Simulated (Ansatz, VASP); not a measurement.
**GaSbTeSe2: VASP beside Ansatz**

```
Ga Sb Te Se
1.0
     4.29753    0.00000    0.00000
    -2.14876    3.72177    0.00000
     0.00000    0.00000    8.84731
Ga Sb Te Se
1 1 1 2
Cartesian
  2.1488 1.2406 4.4237
  2.1488 1.2406 0.0000
  0.0000 2.4812 0.0000
  2.1488 1.2406 6.1938
  2.1488 1.2406 2.6535
```

Alike in both runs: task single point; functional PBE; k mesh 6 × 6 × 2; occupations gaussian, width 0.1 eV; no spin polarisation.

```csv
,VASP,Ansatz
version,VASP 6.6.1,Ansatz 0.2.0
potentials or method,"VASP PAW PBE potentials, release 64 (Ga_d, Sb, Te, Se), cutoff 520 eV","scalar-relativistic, plane waves, PAW"
valence electrons in the cell,36,76
```

|  | VASP | Ansatz | Ansatz less VASP |
| --- | --- | --- | --- |
| gap on the k mesh at the Fermi level (eV) | none | none | - |
| rms of the force components (eV/Å) | 6.214 | 6.022 | -0.1926 |

Atom by atom the forces differ by 0.193 eV/Å (rms over components). A gap of «none» marks a metal or a gap that the smearing closes. With one functional, cell and mesh, what is left measures potentials, basis and numerics. VASP's potentials hold 36 valence electrons a cell and Ansatz's 76, so a difference there can come from the potentials and not from the codes.

Spin-orbit coupling is off throughout.
